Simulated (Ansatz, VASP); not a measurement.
**MnO2: VASP beside Ansatz**

File INCAR:

```
SYSTEM = MnO2
PREC = Accurate
ENCUT = 520
EDIFF = 1E-6
ISMEAR = -1
SIGMA = 0.02
LREAL = .False.
LASPH = .True.
NELM = 150
ALGO = Normal
ISIF = 2
LWAVE = .False.
LCHARG = .True.
ISPIN = 2
MAGMOM = 4 4 0 0 0 0
LORBIT = 11
LMAXMIX = 4
LDAU = .True.
LDAUTYPE = 2
LDAUL = 2 -1
LDAUU = 6 0
LDAUJ = 0 0
LDAUPRINT = 1
GGA = PS
LELF = .True.
LVHAR = .True.
NBANDS = 38
```

File KPOINTS:

```
Automatic mesh
0
Gamma
  9 7 5
  0 0 0
```

Contents of POSCAR:

```
MnO2
1.0
    2.8846664194      0.0000000000      0.0000000000
    0.0000000000      3.8190051285      0.0000000000
    0.0000000000      0.0000000000      6.1228918541
Mn O
2 4
Direct
    0.5000000000      0.5000000000      0.3433015000
    0.0000000000      0.0000000000      0.6566985000
    0.5000000000      0.0000000000      0.8375675000
    0.0000000000      0.5000000000      0.1624325000
    0.5000000000      0.0000000000      0.4217995000
    0.0000000000      0.5000000000      0.5782005000
```

Contents of input.yaml:

```yaml
crystal:
  lattice:
    - [2.8846664194, 0.0, 0.0]
    - [0.0, 3.8190051285, 0.0]
    - [0.0, 0.0, 6.1228918541]
  atoms:
    - { symbol: Mn, position: [0.5, 0.5, 0.3433015], spin: 4.0 }
    - { symbol: Mn, position: [0.0, 0.0, 0.6566985], spin: 4.0 }
    - { symbol: O, position: [0.5, 0.0, 0.8375675] }
    - { symbol: O, position: [0.0, 0.5, 0.1624325] }
    - { symbol: O, position: [0.5, 0.0, 0.4217995] }
    - { symbol: O, position: [0.0, 0.5, 0.5782005] }
hamiltonian:
  xc: pbesol
  pseudopotentials: { kind: paw }
  hubbard: { sites: [{ species: Mn, l: d, u_eff: 6.0 }] }
magnetization:
  spin_polarized: true
kpoints:
  mp_grid: { grid: [9, 7, 5] }
scf:
  occupations: { method: fermi_dirac, width: 0.02 }
output:
  forces: true
  stress: true
  eigenvalues: true
```

Alike in both runs: task single point; functional PBEsol; k mesh 9 × 7 × 5; occupations fermi-dirac, width 0.02 eV; collinear spin; Hubbard terms Mn d U = 6.0 eV.

```csv
,VASP,Ansatz
version,VASP 6.6.1,Ansatz 0.2.0
potentials or method,"VASP PAW PBE potentials, release 64 (Mn_pv, O)",Ansatz PAW
plane-wave cutoff (eV),520,420
valence electrons in the cell,50,54
```

```tsv
	VASP	Ansatz	Ansatz less VASP
gap on the k mesh at the Fermi level (eV)	none	none	-
pressure (GPa)	3.1	4.4	+1.25
traceless stress, the component that is largest in VASP (GPa)	-1.36	-1.89	-0.526
rms of the force components (eV/Å)	0.201	0.207	+0.0061
net moment per atom (μB)	1.00	1.00	0.000
size of the moment on the site where the two differ most (μB)	3.54	3.04	-0.504
```

VASP's potentials were made for PBE, not for PBEsol. Site moments also hang on the region over which each program counts them. The programs project onto different local orbitals, so the same U acts differently, and such runs can settle in different states. Atom by atom the forces differ by 0.027 eV/Å (rms over components). A gap of «none» marks a metal or a gap that the smearing closes. VASP's potentials hold 50 valence electrons a cell and Ansatz's 54, so a difference there can come from the potentials and not from the codes.

Noted on Ansatz's run: the magnetic or orbital state may not be the lowest.
